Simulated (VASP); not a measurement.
Input of a VASP 6.6.1 run:

Contents of INCAR:

```
SYSTEM = Si
PREC = Accurate
ENCUT = 500
EDIFF = 1E-6
ISMEAR = -1
SIGMA = 0.1
LREAL = .False.
LASPH = .True.
NELM = 120
ALGO = Normal
ISIF = 2
LWAVE = .False.
LCHARG = .True.
GGA = PE
LELF = .True.
LVHAR = .True.
NBANDS = 8
GGA_COMPAT = .False.
```

Contents of KPOINTS:

```
Automatic mesh
0
Gamma
  17 17 17
  0 0 0
```

Contents of POSCAR:

```
Si
1.0
    0.0000000000      1.9174676394      1.9174676394
    1.9174676394      0.0000000000      1.9174676394
    1.9174676394      1.9174676394      0.0000000000
Si
1
Direct
    0.0000000000      0.0000000000      0.0000000000
```

Potentials or basis: VASP PAW PBE potentials, release 64 (Si).

Command:

```sh
$ cat potpaw_PBE.64/Si/POTCAR > POTCAR
$ mpirun -np 1 vasp_std > vasp.out
```

Question: What does it give for the pressure?

Answer: 2.4 GPa.

Question: Estimate the band gap on the k mesh.

Answer: Zero (bands 2 and 3 overlap by 14.52 eV).
